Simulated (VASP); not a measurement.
Crystal: MgO.

```
Mg O
1.0
     2.62335    0.04001    0.00000
     0.04001    2.62335    0.00000
     0.00000    0.00000    2.62335
Mg O
1 1
Direct
  0.00000 0.00000 0.00000
  0.50000 0.50000 0.50000
```

This cell differs from its parent crystal: shear xy strain +3.0%.

Program: VASP 6.6.1. Alike in all runs: task single point; potentials or basis VASP PAW PBE potentials, release 64 (Mg, O); no spin polarisation; cell as given; cutoff (eV) 520.

Question: Order these runs on this cell by their band gap on the k mesh, lowest first.
A. level PBE; k mesh 10 × 10 × 10; smearing fermi-dirac 0.02 eV
B. level r2SCAN; k mesh 10 × 10 × 10; smearing gaussian 0.01 eV
C. level HSE06; k mesh 6 × 6 × 6; smearing gaussian 0.01 eV; grid for exact exchange (PRECFOCK) Normal; share of exact exchange 0.25; screening parameter 0.2079 1/Å

Answer: A (2.63 eV), B (3.46 eV), C (4.14 eV).

A k mesh can miss the band edges.
